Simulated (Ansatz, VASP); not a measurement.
## Two plane-wave programs on GaN

The input INCAR:

```
PREC = Accurate
ENCUT = 520
EDIFF = 1E-6
ISMEAR = 0
SIGMA = 0.05
LREAL = F
LASPH = T
NELM = 100
ALGO = Normal
ISIF = 2
LWAVE = F
LCHARG = F
GGA = PE
NBANDS = 26
```

Contents of KPOINTS:

```
Automatic mesh
0
Gamma
  12 12 6
```

File POSCAR:

```
GaN
1.0
    3.1799996605      0.0000000000      0.0000000000
   -1.5899998303      2.7264208851      0.0000000000
    0.0000000000      0.0000000000      5.1660000000
Ga N
2 2
Direct
    0.3333333333      0.6666666667      0.0000000000
    0.6666666667      0.3333333333      0.5000000000
    0.3333333333      0.6666666667      0.3750000000
    0.6666666667      0.3333333333      0.8750000000
```

Input for Ansatz:

```yaml
crystal:
  lattice:
    - [3.1799996605, 0.0, 0.0]
    - [-1.5899998303, 2.7264208851, 0.0]
    - [0.0, 0.0, 5.166]
  atoms:
    - { symbol: Ga, position: [0.3333333333, 0.6666666667, 0.0] }
    - { symbol: Ga, position: [0.6666666667, 0.3333333333, 0.5] }
    - { symbol: "N", position: [0.3333333333, 0.6666666667, 0.375] }
    - { symbol: "N", position: [0.6666666667, 0.3333333333, 0.875] }
basis:
  ecutwfc: 420
kpoints:
  mp_grid: { grid: [12, 12, 6] }
hamiltonian:
  xc: pbe
scf:
  occupations: { method: gaussian, width: 0.05 }
output:
  forces: true
  stress: true
  eigenvalues: true
```

Change from the starting cell: strain -0.0100 x Voigt [0, 1, 0, 0, 0, 0], atoms carried along.

Alike in both runs: task single point; functional PBE; k mesh 12 × 12 × 6; occupations gaussian, width 0.05 eV; no spin polarisation.

|  | VASP | Ansatz |
| --- | --- | --- |
| version | VASP 6.6.1 | Ansatz 0.2.0 |
| potentials or method | VASP PAW PBE potentials, release 64 (Ga_d, N), cutoff 520 eV | scalar-relativistic, plane waves, PAW |
| valence electrons in the cell | 36 | 36 |

|  | VASP | Ansatz | Ansatz less VASP |
| --- | --- | --- | --- |
| gap on the k mesh at the Fermi level (eV) | 2.01 | 2.00 | -0.009 |
| least direct gap on the mesh (eV) | 2.01 | 2.00 | -0.009 |
| pressure (GPa) | 9.4 | 9.4 | -0.04 |
| traceless stress, the component that is largest in VASP (GPa) | -1.66 | -1.66 | +0.004 |
| rms of the force components (eV/Å) | 0.072 | 0.073 | +0.0012 |

Atom by atom the forces differ by 0.001 eV/Å (rms over components).
